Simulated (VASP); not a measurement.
Write the native input for VASP 6.6.1 that does the following.

| Item | Value |
| --- | --- |
| Task | single point |
| Functional | LDA |
| Potentials or basis | VASP PAW LDA potentials, release 64 (Cu, As) |
| Cutoff | 520 eV |
| k mesh | 15 × 15 × 10 |
| Occupations | gaussian, width 0.15 eV |
| Spin | no spin polarisation |
| Dipole correction | no |
| Further INCAR settings | ALGO = Normal; EDIFF = 1e-06; NBANDS = 24 |

The structure of CuAs lies in POSCAR:

```
CuAs
1.0
    3.7870524322      0.0000000000      0.0000000000
   -1.8935262161      3.2796836117      0.0000000000
    0.0000000000      0.0000000000      4.5811973272
Cu As
2 2
Direct
    0.0000000000      0.0000000000      0.5000000000
    0.0000000000      0.0000000000      0.0000000000
    0.6666666667      0.3333333333      0.7500000000
    0.3333333333      0.6666666667      0.2500000000
```

This cell differs from its parent crystal: volume 14.225 Å^3 an atom, c/a of the conventional cell 1.2097.

The input as run:

INCAR

```
SYSTEM = CuAs
PREC = Accurate
ENCUT = 520
EDIFF = 1E-6
ISMEAR = 0
SIGMA = 0.15
LREAL = .False.
LASPH = .True.
NELM = 60
ALGO = Normal
ISIF = 2
LWAVE = .False.
LCHARG = .True.
LELF = .True.
LVHAR = .True.
NBANDS = 24
```

KPOINTS

```
regular mesh
0
Gamma
  15 15 10
  0 0 0
```

Potentials or basis: VASP PAW LDA potentials, release 64 (Cu, As).

Command:

```bash
$ cat potpaw_LDA.64/Cu/POTCAR potpaw_LDA.64/As/POTCAR > POTCAR
$ mpirun -np 1 vasp_std > vasp.out
```

Results of the run:

The pressure is 9.1 GPa and the band gap on the k mesh is zero (band 16 reaches 9.04 eV, above the bottom of band 17 at 7.07 eV).

It took 2.8 min on 1 thread of AMD EPYC 9R45 96-Core Processor (Zen 5), with other jobs on the host, peak memory 0.27 GiB.
